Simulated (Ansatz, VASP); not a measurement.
AlN: VASP beside Ansatz

```
Al N
1.0
     3.11300    0.00000    0.00000
    -1.55650    2.69594    0.00000
     0.00000    0.00000    4.98100
Al N
2 2
Cartesian
  0.0000 1.7973 0.0000
  1.5565 0.8986 2.4905
  0.0000 1.7973 1.8928
  1.5565 0.8986 4.3833
```

Alike in both runs: task relaxation of the atoms; functional LDA; k mesh 9 × 9 × 6; no spin polarisation.

|  | VASP | Ansatz |
| --- | --- | --- |
| version | VASP 6.6.1 | Ansatz 0.2.0 |
| potentials or method | VASP PAW LDA potentials, release 64 (Al, N) | scalar-relativistic, plane waves, PAW |
| plane-wave cutoff (eV) | 520 | 420 |
| occupations | gaussian, width 0.01 eV | fixed |
| valence electrons in the cell | 16 | 16 |

Ansatz gave:

| Property | Result |
| --- | --- |
| gap on the k mesh at the Fermi level, each at its own relaxed structure (eV) | 4.21 |

Question: Estimate VASP's values.

Answer: gap on the k mesh at the Fermi level, each at its own relaxed structure (eV): 4.22.

LDA's correlation is that of Perdew and Zunger in VASP and of Perdew and Wang (1992) in Ansatz. Ansatz's warnings: stress scf threshold loose.
